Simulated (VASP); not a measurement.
# ZnSe (F-43m) in VASP: a series of runs, part 2 of 2

VASP 6.6.1. The steps go on from the part before.

## Step 3: Vibrations by perturbation theory, PBEsol

This run uses another cell than the first one, of 22.02 Å³/atom, 1.238 times its volume.

File INCAR:

```
PREC = Accurate
ENCUT = 520
EDIFF = 1E-8
ISMEAR = 0
SIGMA = 0.01
LREAL = F
LASPH = T
NELM = 80
ALGO = Normal
ISIF = 2
LWAVE = F
LCHARG = T
GGA = PS
IBRION = 8
NSW = 1
LEPSILON = T
```

File KPOINTS:

```
regular mesh
0
Gamma
  8 8 8
```

File POSCAR:

```
ZnSe
1.0
    0.0000000000      2.8027645918      2.8027645918
    2.8027645918      0.0000000000      2.8027645918
    2.8027645918      2.8027645918      0.0000000000
Zn Se
1 1
Direct
    0.0000000000      0.0000000000      0.0000000000
    0.7500000000      0.7500000000      0.7500000000
```

Potentials or basis: VASP PAW PBE potentials, release 64 (Zn, Se).

The run is started by

```sh
$ cat potpaw_PBE.64/Zn/POTCAR potpaw_PBE.64/Se/POTCAR > POTCAR
$ mpirun -np 1 vasp_std > vasp.out
```

OUTCAR:

```text
PREC = Accurate
   ENCUT = 520
   EDIFF = 1E-8
   ISMEAR = 0
   LREAL = F
   LASPH = T
   NELM = 80
   ISIF = 2
   GGA = PS
   IBRION = 8
   NSW = 1
   LEPSILON = T

 ion  position               nearest neighbor table
   1  0.000  0.000  0.000-   2 2.43   2 2.43   2 2.43   2 2.43
   2  0.750  0.750  0.750-   1 2.43   1 2.43   1 2.43   1 2.43

  LATTYP: Found a face centered cubic cell.
 ALAT       =     5.6055291836

  Lattice vectors:

 A1 = (   0.0000000000,   2.8027645918,   2.8027645918)
 A2 = (   2.8027645918,   0.0000000000,   2.8027645918)
 A3 = (   2.8027645918,   2.8027645918,   0.0000000000)

Analysis of symmetry for initial positions (statically):
=====================================================================
 Subroutine PRICEL returns:
 Original cell was already a primitive cell.

 Routine SETGRP: Setting up the symmetry group for a
 face centered cubic supercell.

 Subroutine GETGRP returns: Found 24 space group operations
 (whereof 24 operations were pure point group operations)
 out of a pool of 48 trial point group operations.

The static configuration has the point symmetry T_d .

Analysis of symmetry for dynamics (positions and initial velocities):
=====================================================================
 Subroutine PRICEL returns:
 Original cell was already a primitive cell.

 Routine SETGRP: Setting up the symmetry group for a
 face centered cubic supercell.

 Subroutine GETGRP returns: Found 24 space group operations
 (whereof 24 operations were pure point group operations)
 out of a pool of 48 trial point group operations.

The dynamic configuration has the point symmetry T_d .

 Subroutine INISYM returns: Found 24 space group operations
 (whereof 24 operations are pure point group operations),
 and found     1 'primitive' translations

----------------------------------------------------------------------------------------

                                     Primitive cell

  volume of cell :      44.0342

  direct lattice vectors                    reciprocal lattice vectors
     0.000000000  2.802764592  2.802764592    -0.178395289  0.178395289  0.178395289
     2.802764592  0.000000000  2.802764592     0.178395289 -0.178395289  0.178395289
     2.802764592  2.802764592  0.000000000     0.178395289  0.178395289 -0.178395289

  length of vectors
     3.963707698  3.963707698  3.963707698     0.308989705  0.308989705  0.308989705

  position of ions in fractional coordinates (direct lattice)
     0.000000000  0.000000000  0.000000000
     0.750000000  0.750000000  0.750000000

  ion indices of the primitive-cell ions
   primitive index   ion index
[... 572 lines left out ...]
    -0.00025  0.70021  0.00000
     0.70021 -0.00025  0.00000
     0.00000  0.00000 -0.00011

--------------------------------------- Ionic step        4  -------------------------------------------

------------------------ aborting loop because EDIFF is reached ----------------------------------------

[... ionic steps 5 to 6 ...]

--------------------------------------- Ionic step        7  -------------------------------------------

 Free energy of the ion-electron system (eV)
  ---------------------------------------------------
  ---------------------------------------------------
  free energy    TOTEN  =        -0.08215701 eV

  energy without entropy =       -0.08215701

------------------------ aborting loop because EDIFF is reached ----------------------------------------

 INTERNAL STRAIN TENSOR  FOR ION    2  DIRECTION 1   (eV/Angst):
 -----------------------------------------------------------------------------
    -0.01750  0.00000  0.00000
     0.00000  0.01459  6.21175
     0.00000  6.21175  0.01459

 MACROSCOPIC STATIC DIELECTRIC TENSOR (including local field effects in DFT)
 ------------------------------------------------------
           7.951011     0.000000    -0.000000
          -0.000000     7.951011    -0.000000
           0.000000    -0.000000     7.951011
 ------------------------------------------------------

 PIEZOELECTRIC TENSOR (including local field effects)  for field in x, y, z        (e  Angst)
          XX          YY          ZZ          XY          YZ          ZX
  --------------------------------------------------------------------------------
  x     0.00000     0.00000    -0.00000    -0.00000     1.94096     0.00000
  y     0.00000     0.00000     0.00000     0.00000    -0.00000     1.94096
  z     0.00000     0.00000     0.00000     1.94096     0.00000    -0.00000

 PIEZOELECTRIC TENSOR (including local field effects)  for field in x, y, z        (C/m^2)
          XX          YY          ZZ          XY          YZ          ZX
  --------------------------------------------------------------------------------
  x     0.00000     0.00000    -0.00000    -0.00000     0.70622     0.00000
  y     0.00000     0.00000     0.00000     0.00000    -0.00000     0.70622
  z     0.00000     0.00000     0.00000     0.70622     0.00000    -0.00000

 BORN EFFECTIVE CHARGES (including local field effects) (in |e|, cummulative output)
 ---------------------------------------------------------------------------------
 ion    1
    1     2.03344     0.00000    -0.00000
    2    -0.00000     2.03344    -0.00000
    3     0.00000    -0.00000     2.03344
 ion    2
    1    -2.03344    -0.00000     0.00000
    2     0.00000    -2.03344     0.00000
    3    -0.00000     0.00000    -2.03344

 INTERNAL STRAIN TENSOR FOR ION    2 for displacements in x,y,z  (eV/Angst):
          X           Y           Z          XY          YZ          ZX
  --------------------------------------------------------------------------------
  x    -0.00000     0.00000     0.00000     0.00000     6.21175     0.00000
  y     0.00000    -0.00000     0.00000     0.00000     0.00000     6.21175
  z     0.00000     0.00000    -0.00000     6.21175     0.00000     0.00000

 SECOND DERIVATIVES (NOT SYMMETRIZED)
 ------------------------------------
               1X          1Y          1Z          2X          2Y          2Z
  1X    -6.077876    0.000000    0.000000    6.077876    0.000000    0.000000
  1Y     0.000000   -6.077876    0.000000    0.000000    6.077876    0.000000
  1Z     0.000000    0.000000   -6.077876    0.000000    0.000000    6.077876
  2X     6.124763    0.000000    0.000000   -6.124763    0.000000    0.000000
  2Y     0.000000    6.124763    0.000000    0.000000   -6.124763    0.000000
  2Z     0.000000    0.000000    6.124763    0.000000    0.000000   -6.124763

 Eigenvectors and eigenvalues of the dynamical matrix
 ----------------------------------------------------

   1 f  =    6.455563 THz    40.561498 2PiTHz  215.334401 cm-1    26.698051 meV
             X         Y         Z           dx          dy          dz
      0.000000  0.000000  0.000000     0.000000    0.738308    0.000000
      4.204147  4.204147  4.204147     0.000000   -0.674464    0.000000
[... 21 lines left out ...]
   6 f/i=    0.012352 THz     0.077609 2PiTHz    0.412016 cm-1     0.051083 meV
             X         Y         Z           dx          dy          dz
      0.000000  0.000000  0.000000     0.000000    0.000000   -0.674464
      4.204147  4.204147  4.204147     0.000000    0.000000   -0.738308

--------------------------------------------------------------------------------------------------------

 MACROSCOPIC STATIC DIELECTRIC TENSOR IONIC CONTRIBUTION
 ------------------------------------------------------
           2.784907    -0.000000    -0.000000
          -0.000000     2.784907    -0.000000
          -0.000000    -0.000000     2.784907
 ------------------------------------------------------

 ELASTIC MODULI CONTR FROM IONIC RELAXATION (kBar)
 Direction    XX          YY          ZZ          XY          YZ          ZX
 --------------------------------------------------------------------------------
 XX          -0.0000      0.0000      0.0000     -0.0000      0.0000      0.0000
 YY           0.0000     -0.0000     -0.0000     -0.0000     -0.0000      0.0000
 ZZ           0.0000     -0.0000     -0.0000      0.0000     -0.0000      0.0000
 XY          -0.0000     -0.0000      0.0000   -230.5462      0.0000      0.0000
 YZ           0.0000     -0.0000     -0.0000      0.0000   -230.5462      0.0000
 ZX           0.0000      0.0000      0.0000      0.0000      0.0000   -230.5462
 --------------------------------------------------------------------------------

 PIEZOELECTRIC TENSOR IONIC CONTR  for field in x, y, z        (C/m^2)
          XX          YY          ZZ          XY          YZ          ZX
  --------------------------------------------------------------------------------
  x     0.00000    -0.00000    -0.00000     0.00000    -0.75397    -0.00000
  y     0.00000     0.00000     0.00000     0.00000     0.00000    -0.75397
  z    -0.00000    -0.00000     0.00000    -0.75397    -0.00000     0.00000
```

stdout:

```text
POSCAR found type information on POSCAR ZnSe
 POSCAR found :  2 types and       2 ions
 scaLAPACK will be used
 -----------------------------------------------------------------------------
|                                                                             |
|                                                                             |
|     You enforced a specific xc type in the INCAR file but a different       |
[... 39 lines left out ...]
 force on displaced ion       1 direction 1 :  -6.078   0.000   0.000
 Born effective charge ion    1 direction 1 :   2.007   0.000   0.000
 Linear response progress:
 first order change of Fermi-energy   0.20031E+00
 force on displaced ion       2 direction 1 :  -6.125   0.000   0.000
 Born effective charge ion    2 direction 1 :  -2.058   0.000   0.000
 Born effective charges drift removed
 Linear response finished
```

Wall time 6.7 min (1 thread of Intel Xeon Platinum 8488C (Sapphire Rapids), shared host); peak memory 0.3 GiB.

What came out:

* Electronic dielectric tensor (diagonal): 7.95
* Born charges (mean of the diagonal): Zn +2.03; Se -2.03 e
* Highest phonon frequency at Γ, LO-TO splitting left out: 215 cm⁻¹

Phonon frequencies in cm⁻¹ (negative: imaginary):
```csv
q point,frequencies
"(0.000, 0.000, 0.000)",0 0 0 215 215 215
```

Electronic dielectric tensor:
```
7.95 0.00 0.00
0.00 7.95 0.00
0.00 0.00 7.95
```

Born effective charge tensors (e):
atom 1, Zn
```
2.03 0.00 0.00
0.00 2.03 0.00
0.00 0.00 2.03
```
atom 2, Se
```
-2.03  0.00  0.00
 0.00 -2.03  0.00
 0.00  0.00 -2.03
```

Caveat: the cell wasn't relaxed at this level first, which shifts response properties; the PAW data sets were made with another functional, which shifts forces and pressure a little.
